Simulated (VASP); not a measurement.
The system is SnTe.

```
Sn Te
1.0
     4.45592    0.00000    0.00000
     0.00000    4.45592    0.00000
     0.00000    0.00000    3.15765
Sn Te
1 1
Direct
  0.00000 0.00000 0.00000
  0.50000 0.50000 0.00000
```

The cell was generated, and may not be a known phase.

```yaml
Program: VASP 6.6.1
Task: relaxation of cell and atoms
Functional: PBE
Potentials_or_basis: VASP PAW PBE potentials, release 64 (Sn_d, Te)
Cutoff: 600 eV
k_mesh: 4 × 4 × 6
Occupations: gaussian, width 0.1 eV
Spin: no spin polarisation
```

At the start: pressure 0.8 GPa; volume 31.35 Å³/atom.

Problem. Where does the relaxation end?

Solution. Over 6 steps the energy falls by 23.9 meV/atom and the volume is 32.32 Å³/atom (+3.1 %); space group P4/mmm (No. 123, to 0.1 Å) before and after.

The path:
| step | energy change (eV) | largest force (eV/Å) | pressure (GPa) | volume (Å³) |
| --- | --- | --- | --- | --- |
| 1 | 0.0000 | 0.0000 | 0.76 | 62.70 |
| 2 | -0.0377 | 0.0000 | 0.18 | 64.03 |
| 3 | -0.0446 | 0.0000 | -0.38 | 65.67 |
| 4 | -0.0475 | 0.0000 | -0.21 | 65.10 |
| 5 | -0.0475 | 0.0000 | -0.19 | 65.06 |
| 6 | -0.0477 | 0.0000 | 0.06 | 64.63 |

Final structure:
```
Sn Te
1.0
     4.39539    0.00000    0.00000
     0.00000    4.39539    0.00000
     0.00000    0.00000    3.34544
Sn Te
1 1
Direct
  0.00000 0.00000 0.00000
  0.50000 0.50000 0.00000
```
